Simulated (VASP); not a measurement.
GaAs, 16 atoms in the cell. It takes space group F-43m (No. 216, cubic). The conventional cell has a = 5.603 Å, b = 5.603 Å, c = 5.603 Å, α = 90.00°, β = 90.00°, γ = 90.00°. Within 3.2 Å of Ga (site symmetry -43m) lie 4 As at 2.43 Å. Within 3.2 Å of As (site symmetry -43m) lie 4 Ga at 2.43 Å. 

| Item | Value |
| --- | --- |
| Program | VASP 6.6.1 |
| Task | single point |
| Functional | r2SCAN |
| Potentials or basis | VASP PAW PBE potentials, release 64 (Ga_d, As) |
| Cutoff | 520 eV |
| k mesh | 3 × 3 × 3 |
| Occupations | gaussian, width 0.02 eV |
| Spin | no spin polarisation |
| Dipole correction | no |
| Further INCAR settings | LREAL = Auto; ALGO = Normal; EDIFF = 1e-07; NBANDS = 86 |

Potentials or basis: VASP PAW PBE potentials, release 64 (Ga_d, As).

Command:

```bash
$ cat potpaw_PBE.64/Ga_d/POTCAR potpaw_PBE.64/As/POTCAR > POTCAR
$ cp INCAR.step1 INCAR
$ mpirun -np 1 vasp_std > vasp.out
$ cp INCAR.step2 INCAR
$ mpirun -np 1 vasp_std > vasp.out
```

Hardware: 1 thread of AMD EPYC 7R13, with other jobs on the host.

Q: Estimate the wall time of this run.

A: Run time: 32 min on 1 thread of AMD EPYC 7R13 (shared host), peak memory 0.55 GiB. Counts: k points 4.
